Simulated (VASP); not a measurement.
# Sc (P6/mmm) in VASP: further runs, part 2 of 2

VASP 6.6.1. The steps go on from the part before.

## (3) Single point, r2SCAN (26.71 Å³/atom)

This run uses another cell than the first one, of 26.71 Å³/atom.

The input, POSCAR:

```
Sc
1.0
    5.2941329926      0.0000000000      0.0000000000
   -2.6470664963      4.5848536626      0.0000000000
    0.0000000000      0.0000000000      3.3007501897
Sc
3
Direct
    1.0000000000      1.0000000000      0.0000000000
    0.3333333333      0.6666666667      0.5000000000
    0.6666666667      0.3333333333      0.5000000000
```

The input, INCAR.step1:

```
PREC = Accurate ; ENCUT = 550
ISMEAR = -1 ; SIGMA = 0.1
LREAL = F ; LASPH = T
NELM = 120 ; NBANDS = 24
GGA = PE ; ALGO = Normal
EDIFF = 1E-5 ; LWAVE = T
LCHARG = F ; GGA_COMPAT = F
```

The input, INCAR.step2:

```
PREC = Accurate ; ENCUT = 550
EDIFF = 1E-6 ; ISMEAR = -1
SIGMA = 0.1 ; LREAL = F
LASPH = T ; NELM = 120
ALGO = Normal ; ISIF = 2
LWAVE = F ; LCHARG = T
METAGGA = R2SCAN ; LMIXTAU = T
LELF = T ; LVHAR = T
NBANDS = 24 ; ISTART = 1
GGA_COMPAT = F
```

The input, KPOINTS:

```
Automatic mesh
0
Gamma
  8 8 11
```

Potentials or basis: VASP PAW PBE potentials, release 64 (Sc_sv).

Run with:

```bash
$ cat potpaw_PBE.64/Sc_sv/POTCAR > POTCAR
$ cp INCAR.step1 INCAR
$ mpirun -np 1 vasp_std > vasp.out
$ cp INCAR.step2 INCAR
$ mpirun -np 1 vasp_std > vasp.out
```

OUTCAR:

```text
PREC = Accurate
   ENCUT = 550
   EDIFF = 1E-6
   ISMEAR = -1
   LREAL = F
   LASPH = T
   NELM = 120
   ISIF = 2
   METAGGA = R2SCAN
   ISTART = 1

 ion  position               nearest neighbor table
   1  0.000  0.000  0.000-
   2  0.333  0.667  0.500-   3 3.06   3 3.06   3 3.06
   3  0.667  0.333  0.500-   2 3.06   2 3.06   2 3.06

  LATTYP: Found a hexagonal cell.
 ALAT       =     5.2941329926
 C/A-ratio  =     0.6234732286

  Lattice vectors:

 A1 = (   5.2941329926,   0.0000000000,   0.0000000000)
 A2 = (  -2.6470664963,   4.5848536626,   0.0000000000)
 A3 = (   0.0000000000,   0.0000000000,   3.3007501897)

Analysis of symmetry for initial positions (statically):
=====================================================================
 Subroutine PRICEL returns:
 Original cell was already a primitive cell.

 Routine SETGRP: Setting up the symmetry group for a
 hexagonal supercell.

 Subroutine GETGRP returns: Found 24 space group operations
[... 154 lines left out ...]
   NGX = 21   NGY = 21   NGZ = 13

 number of electron      33.0000001 magnetization

 Free energy of the ion-electron system (eV)
  ---------------------------------------------------
  ext. energy  EPLUGINS =         0.00000000
  ---------------------------------------------------
  free energy    TOTEN  =       -33.96164836 eV

  energy without entropy =      -33.77432119  energy(sigma->0) =      -33.86798477

 E-fermi :   3.2367     XC(G=0): -10.2539

 val. band max:        3.2328986020   @ k =   0.5000   0.0000   0.4545
 cond. band min:       3.2379339141   @ k =   0.2500   0.1250   0.3636
 fundamental gap:      0.0050353120
 Fermi energy:         3.2367011736

 k-point     1 :       0.0000    0.0000    0.0000
  band No.  band energies     occupation
      1     -48.5424      2.00000
      2     -48.4934      2.00000
      3     -48.4676      2.00000
      4     -26.2834      2.00000
      5     -26.2834      2.00000
      6     -26.1846      2.00000
[... 637 lines left out ...]
     23       5.5132      0.00000
     24       5.9330      0.00000

 [... further k-points ...]
[... 5 lines left out ...]
  --------------------------------------------------------------------------------------
  -------------------------------------------------------------------------------------
  Total       -1.7157943     -1.7157943     -1.8933748      0.0000000      0.0000000     -0.0000000
  in kB      -34.3117452    -34.3117452    -37.8629274      0.0000000      0.0000000     -0.0000000
  external PRESSURE =     -35.4954726 kB  Pullay stress =       0.0000000 kB

 VOLUME and BASIS-vectors are now :
 -----------------------------------------------------------------------------
  energy-cutoff  :      550.00
  volume of cell :       80.12
      direct lattice vectors                 reciprocal lattice vectors
     5.294132993  0.000000000  0.000000000     0.188888341  0.109054735  0.000000000
    -2.647066496  4.584853663  0.000000000     0.000000000  0.218109469  0.000000000
     0.000000000  0.000000000  3.300750190     0.000000000  0.000000000  0.302961431

 POSITION                                       TOTAL-FORCE (eV/Angst)
 -----------------------------------------------------------------------------------
      0.00000      0.00000      0.00000         0.000000      0.000000      0.000000
     -0.00000      3.05657      1.65038         0.000000     -0.000000     -0.000000
      2.64707      1.52828      1.65038        -0.000000      0.000000      0.000000
 -----------------------------------------------------------------------------------
    total drift:                                0.000000      0.000000      0.000000

  FREE ENERGIE OF THE ION-ELECTRON SYSTEM (eV)
  ---------------------------------------------------
  free  energy   TOTEN  =       -33.9616483632 eV

  energy  without entropy=      -33.7743211856  energy(sigma->0) =      -33.86798477
```

OUTCAR.step1:

```text
PREC = Accurate
   ENCUT = 550
   ISMEAR = -1
   LREAL = F
   LASPH = T
[... 872 lines left out ...]
      0.00000      0.00000      0.00000         0.000000      0.000000      0.000000
     -0.00000      3.05657      1.65038        -0.000000      0.000000      0.000000
      2.64707      1.52828      1.65038        -0.000000      0.000000     -0.000000
 -----------------------------------------------------------------------------------
    total drift:                               -0.000000      0.000000      0.000000

  FREE ENERGIE OF THE ION-ELECTRON SYSTEM (eV)
  ---------------------------------------------------
  free  energy   TOTEN  =       -18.5899669857 eV

  energy  without entropy=      -18.3798305811  energy(sigma->0) =      -18.48489878
```

OSZICAR.step1:

```text
N       E                     dE             d eps       ncg     rms          rms(c)
DAV:   1     0.567128956153E+03    0.56713E+03   -0.14512E+04  2880   0.145E+03
DAV:   2     0.390773519950E+01   -0.56322E+03   -0.55414E+03  3776   0.637E+02
DAV:   3    -0.203417663398E+02   -0.24250E+02   -0.23435E+02  4712   0.178E+02
DAV:   4    -0.209595306065E+02   -0.61776E+00   -0.60593E+00  4848   0.287E+01
DAV:   5    -0.209735048528E+02   -0.13974E-01   -0.13950E-01  4712   0.490E+00    0.882E+00
DAV:   6    -0.188549011576E+02    0.21186E+01   -0.48888E+00  4040   0.219E+01    0.257E+00
DAV:   7    -0.186155264610E+02    0.23937E+00   -0.11114E+00  4376   0.955E+00    0.122E+00
DAV:   8    -0.186012837657E+02    0.14243E-01   -0.86026E-02  4792   0.304E+00    0.768E-01
DAV:   9    -0.185911106305E+02    0.10173E-01   -0.43134E-02  4696   0.251E+00    0.226E-01
DAV:  10    -0.185899512853E+02    0.11593E-02   -0.95660E-03  4560   0.105E+00    0.363E-02
DAV:  11    -0.185899671732E+02   -0.15888E-04   -0.31329E-04  4776   0.185E-01    0.177E-02
DAV:  12    -0.185899669857E+02    0.18752E-06   -0.35713E-05  3704   0.756E-02
   1 F= -.18589967E+02 E0= -.18484899E+02  d E =-.210136E+00
```

Run time: 15 min. Hardware: 1 thread of Oxide Virtual Turin-like, shared host; peak memory 0.24 GiB.

What came out:

| Property | Result |
| --- | --- |
| Free energy | -33.9616 eV |
| Pressure | -3.5 GPa |
| Band gap on the k mesh | zero (an odd number of electrons rules out a gap without spin polarisation) |

Levels at points of the mesh, in eV from the Fermi level:
| k point | band 13 | band 14 | band 15 | band 16 | band 17 | band 18 | band 19 | band 20 |
| --- | --- | --- | --- | --- | --- | --- | --- | --- |
| (0.00, 0.00, 0.00) | -5.29 | -0.60 | -0.16 | -0.16 | -0.08 | -0.08 | 0.75 | 1.69 |
| (0.50, 0.00, 0.00) | -3.31 | -3.26 | -1.53 | 0.34 | 0.58 | 0.74 | 0.79 | 1.06 |

Caveat: the cell stands under tension; the PAW data sets were made with another functional, which shifts forces and pressure a little.
